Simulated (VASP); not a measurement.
Crystal: Fe.

```
CELL_PARAMETERS angstrom
0.00000 1.90210 1.92499
1.46785 0.00000 1.92499
1.46785 1.90210 0.00000
ATOMIC_POSITIONS crystal
Fe 0.00000 0.00000 0.00000
```

This cell differs from its parent crystal: volume scaled by 0.94.

Program: VASP 6.6.1. Alike in all runs: task single point; spin collinear, ferromagnetic start; cell as given; k mesh 13 × 13 × 13; cutoff (eV) 520; smearing fermi-dirac 0.05 eV.

Q: Order these runs on this cell by their pressure, lowest first.
A. level r2SCAN; potentials or basis VASP PAW PBE potentials, release 64 (Fe)
B. level LDA; potentials or basis VASP PAW LDA potentials, release 64 (Fe)
C. level PBEsol; potentials or basis VASP PAW PBE potentials, release 64 (Fe)

A: B (-8.3 GPa), C (1.5 GPa), A (21.2 GPa).

Caveats: the PAW data sets were made with another functional, which shifts forces and pressure a little (some runs).
